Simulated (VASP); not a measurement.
# BN (P6_3/mmc) in VASP: notebook, part 2 of 2

VASP 6.6.1. Earlier steps stand in the parts before.

**5. Single point, PBE+D3(BJ) (strain -0.080 along x and y, -0.080 along z)**

INCAR reads:

```
SYSTEM = BN
  ALGO = Normal
  EDIFF = 1E-6
  ENCUT = 520
  GGA = PE
  ISIF = 2
  ISMEAR = 0
  IVDW = 12
  LASPH = .True.
  LCHARG = .False.
  LREAL = .False.
  LWAVE = .False.
  NBANDS = 16
  NELM = 60
  PREC = Accurate
  SIGMA = 0.05
```

KPOINTS reads:

```
k-points
0
Gamma
  12 12 4
  0 0 0
```

POSCAR reads:

```
BN
1.0
    2.3059230574      0.0000000000      0.0000000000
   -1.1529615287      1.9969879469      0.0000000000
    0.0000000000      0.0000000000      6.0874991034
B N
2 2
Direct
    0.3333333333      0.6666666667      0.2500000000
    0.6666666667      0.3333333333      0.7500000000
    0.3333333333      0.6666666667      0.7500000000
    0.6666666667      0.3333333333      0.2500000000
```

Potentials or basis: VASP PAW PBE potentials, release 64 (B, N).

Run with:

```console
$ cat potpaw_PBE.64/B/POTCAR potpaw_PBE.64/N/POTCAR > POTCAR
$ mpirun -np 1 vasp_std > vasp.out
```

OUTCAR:

```text
SYSTEM = BN
   EDIFF = 1E-6
   ENCUT = 520
   GGA = PE
   ISIF = 2
   ISMEAR = 0
   IVDW = 12
   LASPH = .True.
   LREAL = .False.
   NELM = 60
   PREC = Accurate
 IVDW          = 12

 ion  position               nearest neighbor table
   1  0.333  0.667  0.250-   4 1.33   4 1.33   4 1.33
   2  0.667  0.333  0.750-   3 1.33   3 1.33   3 1.33
   3  0.333  0.667  0.750-   2 1.33   2 1.33   2 1.33
   4  0.667  0.333  0.250-   1 1.33   1 1.33   1 1.33

  LATTYP: Found a hexagonal cell.
 ALAT       =     2.3059230574
 C/A-ratio  =     2.6399402547

  Lattice vectors:

 A1 = (   2.3059230574,   0.0000000000,   0.0000000000)
 A2 = (  -1.1529615287,   1.9969879469,   0.0000000000)
 A3 = (   0.0000000000,   0.0000000000,   6.0874991034)

Analysis of symmetry for initial positions (statically):
=====================================================================
 Subroutine PRICEL returns:
 Original cell was already a primitive cell.

 Routine SETGRP: Setting up the symmetry group for a
 hexagonal supercell.

 Subroutine GETGRP returns: Found 24 space group operations
 (whereof 12 operations were pure point group operations)
 out of a pool of 24 trial point group operations.

The static configuration has the point symmetry D_3d.
 The point group associated with its full space group is D_6h.

Analysis of symmetry for dynamics (positions and initial velocities):
=====================================================================
 Subroutine PRICEL returns:
 Original cell was already a primitive cell.

 Routine SETGRP: Setting up the symmetry group for a
 hexagonal supercell.

 Subroutine GETGRP returns: Found 24 space group operations
 (whereof 12 operations were pure point group operations)
 out of a pool of 24 trial point group operations.

The dynamic configuration has the point symmetry D_3d.
 The point group associated with its full space group is D_6h.

[... 123 lines left out ...]
  volume/ion in A,a.u.               =       7.01        47.29
  Fermi-wavevector in a.u.,A,eV,Ry     =   1.357985  2.566220 25.090835  1.844124
  Thomas-Fermi vector in A             =   2.484857
   LORBIT       =      0    0 simple, 1 ext, 2 COOP (PROOUT), +10 PAW based schemes
   GGA     = PE    functional components
   LHFCALC =     F    Hartree Fock is set to
   AEXX    =    0.0000 exact exchange contribution
   IVDW    =    12    specifies the selected vdW correction
   LEPSILON=     F    determine dielectric tensor
   LRPA    =     F    only Hartree local field effects (RPA)
 non-spin polarized calculation
 Gauss-broadening in eV      SIGMA  =   0.05
  energy-cutoff  :      520.00
  volume of cell :       28.03
 maximum number of plane-waves:       790
 NGX is ok and might be reduce to    18
   NGX =  9   NGY =  9   NGZ = 23

 number of electron      15.9999997 magnetization

 Free energy of the ion-electron system (eV)
  ---------------------------------------------------
  ext. energy  EPLUGINS =         0.00000000
  ---------------------------------------------------
  free energy    TOTEN  =       -33.03029064 eV

  energy without entropy =      -33.03029064  energy(sigma->0) =      -33.03029064

 E-fermi :   4.5413     XC(G=0): -11.1950

 val. band max:        4.2394471453   @ k =   0.3333   0.2500   0.0000
 cond. band min:       8.7034248287   @ k =   0.5000  -0.0000   0.0000
 fundamental gap:      4.4639776834
 Fermi energy:         4.5412571781

 k-point     1 :       0.0000    0.0000    0.0000
  band No.  band energies     occupation
      1     -15.2445      2.00000
      2     -14.7277      2.00000
      3      -3.7819      2.00000
      4      -0.8240      2.00000
      5       3.2611      2.00000
      6       3.2611      2.00000
[... 433 lines left out ...]
      3      -3.2074      2.00000
      4      -3.1040      2.00000
      5       0.0058      2.00000
      6       0.4027      2.00000
[... 8 lines left out ...]
     15      24.1271      0.00000
     16      26.2189      0.00000

 [... further k-points ...]

------------------------ aborting loop because EDIFF is reached ----------------------------------------

 Edisp (eV)   -0.69852

 E8    (eV) :    -0.2060

  FORCE on cell =-STRESS in cart. coord.  units (eV):
  Direction    XX          YY          ZZ          XY          YZ          ZX
  --------------------------------------------------------------------------------------
  -------------------------------------------------------------------------------------
  Total      24.53959    24.53959     0.70826    -0.00000    -0.00000     0.00000
  in kB    1402.55099  1402.55099    40.48061    -0.00000    -0.00000     0.00000
  external pressure =      948.53 kB  Pullay stress =        0.00 kB

 VOLUME and BASIS-vectors are now :
 -----------------------------------------------------------------------------
  energy-cutoff  :      520.00
  volume of cell :       28.03
      direct lattice vectors                 reciprocal lattice vectors
     2.305923057  0.000000000  0.000000000     0.433665814  0.250377075  0.000000000
    -1.152961529  1.996987947  0.000000000     0.000000000  0.500754149  0.000000000
     0.000000000  0.000000000  6.087499103     0.000000000  0.000000000  0.164271071

 POSITION                                       TOTAL-FORCE (eV/Angst)
 -----------------------------------------------------------------------------------
     -0.00000      1.33133      1.52187        -0.000000      0.000000      0.000000
      1.15296      0.66566      4.56562         0.000000     -0.000000      0.000000
     -0.00000      1.33133      4.56562        -0.000000      0.000000      0.000000
      1.15296      0.66566      1.52187        -0.000000     -0.000000      0.000000
 -----------------------------------------------------------------------------------
    total drift:                               -0.000000      0.000000      0.000000

  FREE ENERGIE OF THE ION-ELECTRON SYSTEM (eV)
  ---------------------------------------------------
  free  energy   TOTEN  =       -33.7288072252 eV

  energy  without entropy=      -33.7288072252  energy(sigma->0) =      -33.72880723
```

OSZICAR:

```text
N       E                     dE             d eps       ncg     rms          rms(c)
DAV:   1     0.491848145382E+02    0.49185E+02   -0.83958E+03  1848   0.952E+02
DAV:   2    -0.360831894882E+02   -0.85268E+02   -0.79301E+02  2504   0.244E+02
DAV:   3    -0.386184584389E+02   -0.25353E+01   -0.25286E+01  2320   0.404E+01
DAV:   4    -0.386301199344E+02   -0.11661E-01   -0.11661E-01  2320   0.302E+00
DAV:   5    -0.386302038919E+02   -0.83957E-04   -0.83956E-04  2312   0.237E-01    0.139E+01
DAV:   6    -0.337840884758E+02    0.48461E+01   -0.59480E+00  2336   0.197E+01    0.657E+00
DAV:   7    -0.331235092473E+02    0.66058E+00   -0.12357E+00  2384   0.829E+00    0.374E+00
DAV:   8    -0.330332095993E+02    0.90300E-01   -0.25025E-01  2264   0.377E+00    0.526E-01
DAV:   9    -0.330294617397E+02    0.37479E-02   -0.16698E-02  2040   0.112E+00    0.258E-01
DAV:  10    -0.330302056533E+02   -0.74391E-03   -0.11141E-03  2032   0.271E-01    0.355E-02
DAV:  11    -0.330302764605E+02   -0.70807E-04   -0.92921E-05  2128   0.779E-02    0.272E-02
DAV:  12    -0.330302905815E+02   -0.14121E-04   -0.25522E-05  1936   0.372E-02    0.204E-03
DAV:  13    -0.330302906411E+02   -0.59662E-07   -0.38243E-07  1952   0.542E-03
   1 F= -.33728807E+02 E0= -.33728807E+02  d E =-.882852E-19
```

stdout:

```text
POSCAR found type information on POSCAR B N
 POSCAR found :  2 types and       4 ions
 scaLAPACK will be used
 LDA part: xc-table for (Slater+PW92), standard interpolation
 POSCAR, INCAR and KPOINTS ok, starting setup
 FFT: planning ... GRIDC
 FFT: planning ... GRID_SOFT
 FFT: planning ... GRID
 WAVECAR not read
 entering main loop
```

Run time: 13 s. Hardware: 1 thread of AMD EPYC 9R45 (Zen 5), shared host; peak memory 0.13 GiB.

What came out:

```
Free energy                : -33.7288 eV
Pressure                   : 94.9 GPa
Band gap on the k mesh     : 4.46 eV, indirect (least direct gap 4.99 eV)
Dispersion energy per atom : -0.175 eV
```

Stress tensor (GPa, compression positive):
```
140.26   0.00   0.00
  0.00 140.26   0.00
  0.00   0.00   4.05
```

Levels at points of the mesh, in eV from the valence-band top:
```
           k point  band 4  band 5  band 6  band 7  band 8  band 9  band 10  band 11  band 12  band 13
(0.00, 0.00, 0.00)   -5.06   -0.98   -0.98   -0.92   -0.92    5.72    12.35    13.69    13.69    13.88
(0.50, 0.00, 0.00)   -9.88   -4.54   -4.44   -1.99   -0.53    4.46     6.56    11.84    12.71    14.06
(0.00, 0.00, 0.50)   -6.72   -0.95   -0.95   -0.95   -0.95    8.90     8.90    13.78    13.78    13.78
(0.50, 0.00, 0.50)   -9.92   -4.49   -4.49   -1.22   -1.22    5.12     5.12    12.68    12.68    15.49
```

Caveat: the cell differs from its parent crystal (strain -0.080 along x and y, -0.080 along z). A k mesh can miss the band edges.

**6. Single point, PBE+D3(BJ) (strain -0.080 along x and y, -0.040 along z)**

INCAR reads:

```
PREC = Accurate
ENCUT = 520
EDIFF = 1E-6
ISMEAR = 0
SIGMA = 0.05
LREAL = False
LASPH = True
NELM = 100
ALGO = Normal
ISIF = 2
LWAVE = False
LCHARG = True
GGA = PE
IVDW = 12
LELF = True
LVHAR = True
NBANDS = 16
```

KPOINTS reads:

```
regular mesh
0
Gamma
  12 12 4
```

Edit POSCAR of step 5 so:

```diff
@@ -4,3 +4,3 @@
    -1.1529615287      1.9969879469      0.0000000000
-    0.0000000000      0.0000000000      6.0874991034
+    0.0000000000      0.0000000000      6.3521729774
 B N
```

Potentials or basis: VASP PAW PBE potentials, release 64 (B, N).

Run with:

```console
$ cat potpaw_PBE.64/B/POTCAR potpaw_PBE.64/N/POTCAR > POTCAR
$ mpirun -np 1 vasp_std > vasp.out
```

It took 14 s on 1 thread of AMD EPYC 9R45 (Zen 5), shared host; peak memory 0.13 GiB.

Results (log left out):

```
Free energy                : -33.7498 eV
Pressure                   : 90.2 GPa
Band gap on the k mesh     : 4.56 eV, indirect (least direct gap 5.18 eV)
Dispersion energy per atom : -0.166 eV
```

Stress tensor (GPa, compression positive):
```
134.73   0.00   0.00
  0.00 134.73   0.00
  0.00   0.00   1.09
```

Levels at points of the mesh, in eV from the valence-band top:
| k point | band 6 | band 7 | band 8 | band 9 | band 10 | band 11 |
| --- | --- | --- | --- | --- | --- | --- |
| (0.00, 0.00, 0.00) | -0.96 | -0.92 | -0.92 | 5.34 | 11.58 | 13.74 |
| (0.50, 0.00, 0.00) | -4.44 | -1.80 | -0.63 | 4.56 | 6.32 | 11.76 |
| (0.00, 0.00, 0.50) | -0.94 | -0.94 | -0.94 | 8.19 | 8.19 | 13.80 |
| (0.50, 0.00, 0.50) | -4.48 | -1.19 | -1.19 | 5.16 | 5.16 | 12.63 |

Caveat: the cell differs from its parent crystal (strain -0.080 along x and y, -0.040 along z).

**7. Summary**

```tsv
cell	gap on the mesh (eV)	pressure (GPa)
a = 2.607, b = 2.607, c = 7.146 Å, angles 90.0, 90.0, 120.0°, 4 atoms	4.16	-22.3
a = 2.707, b = 2.707, c = 6.882 Å, angles 90.0, 90.0, 120.0°, 4 atoms	3.88	-37.9
a = 2.707, b = 2.707, c = 7.146 Å, angles 90.0, 90.0, 120.0°, 4 atoms	3.94	-36.7
a = 2.306, b = 2.306, c = 6.087 Å, angles 90.0, 90.0, 120.0°, 4 atoms	4.46	94.9
a = 2.306, b = 2.306, c = 6.352 Å, angles 90.0, 90.0, 120.0°, 4 atoms	4.56	90.2
```

Alike in all rows: task single point; level PBE+D3(BJ); potentials or basis VASP PAW PBE potentials, release 64 (B, N); no spin polarisation; k mesh 12 × 12 × 4; cutoff (eV) 520; smearing gaussian 0.05 eV.

Total energies depend on the potentials used, so only differences within one code and one set of settings carry meaning.
